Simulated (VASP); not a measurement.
Input of a VASP 6.6.1 run:

The input INCAR:

```
SYSTEM = C
  PREC = Accurate
  ENCUT = 600
  EDIFF = 1E-6
  ISMEAR = 0
  SIGMA = 0.02
  LREAL = .False.
  LASPH = .True.
  NELM = 120
  ALGO = Normal
  ISIF = 2
  LWAVE = .False.
  LCHARG = .False.
  GGA = PS
  NBANDS = 11
  GGA_COMPAT = .False.
```

KPOINTS

```
regular mesh
0
Gamma
  12 12 12
  0 0 0
```

POSCAR

```
C
1.0
    0.0000000000      1.7769058264      1.7769058264
    1.7769058264      0.0000000000      1.7769058264
    1.7769058264      1.7769058264      0.0000000000
C
2
Direct
    0.0000000000      0.0000000000      0.0000000000
    0.2500000000      0.2500000000      0.2500000000
```

Potentials or basis: VASP PAW PBE potentials, release 64 (C).

Run with:

```bash
$ cat potpaw_PBE.64/C/POTCAR > POTCAR
$ mpirun -np 1 vasp_std > vasp.out
```

**Question.** What does it give for the pressure?

**Answer.** 0.4 GPa.

**Question.** What does it give for the band gap on the k mesh?

**Answer.** 4.06 eV (least direct gap 5.57 eV).

Caveat: the PAW data sets were made with another functional, which shifts forces and pressure a little. A k mesh can miss the band edges.
